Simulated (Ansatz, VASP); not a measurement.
GaAs in VASP and in Ansatz

Contents of POSCAR:

```
GaAs
1.0
    0.0000000000      2.8268500000      2.8268500000
    2.8268500000      0.0000000000      2.8268500000
    2.8268500000      2.8268500000      0.0000000000
Ga As
1 1
Direct
    0.0000000000      0.0000000000      0.0000000000
    0.7500000000      0.7500000000      0.7500000000
```

File INCAR.step1:

```
PREC     = Accurate       # precision mode
ENCUT    = 520            # plane-wave cutoff, eV
ISMEAR   = -1             # smearing method
SIGMA    = 0.05           # smearing width, eV
LREAL    = False          # projectors in reciprocal space
LASPH    = True           # aspherical terms in the spheres
NELM     = 100            # most SCF steps
NBANDS   = 16             # bands
GGA      = PE             # functional
ALGO     = Normal         # electronic algorithm
EDIFF    = 1E-4           # SCF threshold, eV
LWAVE    = True           # write WAVECAR
LCHARG   = False          # write CHGCAR
```

File INCAR.step2:

```
PREC     = Accurate       # precision mode
ENCUT    = 520            # plane-wave cutoff, eV
EDIFF    = 1E-8           # SCF threshold, eV
ISMEAR   = -1             # smearing method
SIGMA    = 0.05           # smearing width, eV
LREAL    = False          # projectors in reciprocal space
LASPH    = True           # aspherical terms in the spheres
NELM     = 100            # most SCF steps
ALGO     = Normal         # electronic algorithm
ISIF     = 2              # what is computed and relaxed
LWAVE    = False          # write WAVECAR
LCHARG   = False          # write CHGCAR
METAGGA  = R2SCAN         # meta-GGA
LMIXTAU  = True         
LEFG     = True         
NBANDS   = 16             # bands
ISTART   = 1
```

Contents of KPOINTS:

```
Automatic mesh
0
Gamma
  11 11 11
```

Input for Ansatz:

```yaml
crystal:
  lattice:
    - [0.0, 2.82685, 2.82685]
    - [2.82685, 0.0, 2.82685]
    - [2.82685, 2.82685, 0.0]
  atoms:
    - { symbol: Ga, position: [0.0, 0.0, 0.0] }
    - { symbol: As, position: [0.75, 0.75, 0.75] }
kpoints:
  mp_grid: { grid: [11, 11, 11] }
  band_path:
    path:
      - [0.0, 0.0, 0.0]
      - [-0.5, -0.5, 0.0]
      - [-0.375, -0.375, 0.25]
      - [-0.375, 0.0, 0.375]
      - [0.0, 0.0, 0.0]
      - [0.0, 0.0, 0.5]
      - [-0.5, -0.25, 0.25]
      - [-0.5, -0.5, 0.0]
    npoints: 5
scf:
  occupations: { method: fermi_dirac, width: 0.05 }
hamiltonian:
  xc: r2scan
  pseudopotentials: { kind: paw }
output:
  forces: true
  stress: true
  eigenvalues: true
  efg: { contact_densities: true }
```

Alike in both runs: task electric field gradients; functional r2SCAN; k mesh 11 × 11 × 11; occupations fermi-dirac, width 0.05 eV; no spin polarisation.

```csv
,VASP,Ansatz
version,VASP 6.6.1,Ansatz 0.2.0
potentials or method,"VASP PAW PBE potentials, release 64 (Ga_d, As)","PAW with Ansatz's default frozen-core files, scalar-relativistic"
plane-wave cutoff (eV),520,500
valence electrons in the cell,18,28
```

|  | VASP | Ansatz | Ansatz less VASP |
| --- | --- | --- | --- |
| pressure (GPa) | 0.6 | 0.5 | -0.11 |

VASP's potentials were made for PBE, not for r2SCAN. VASP's potentials hold 18 valence electrons a cell and Ansatz's 28, so a difference there can come from the potentials and not from the codes.
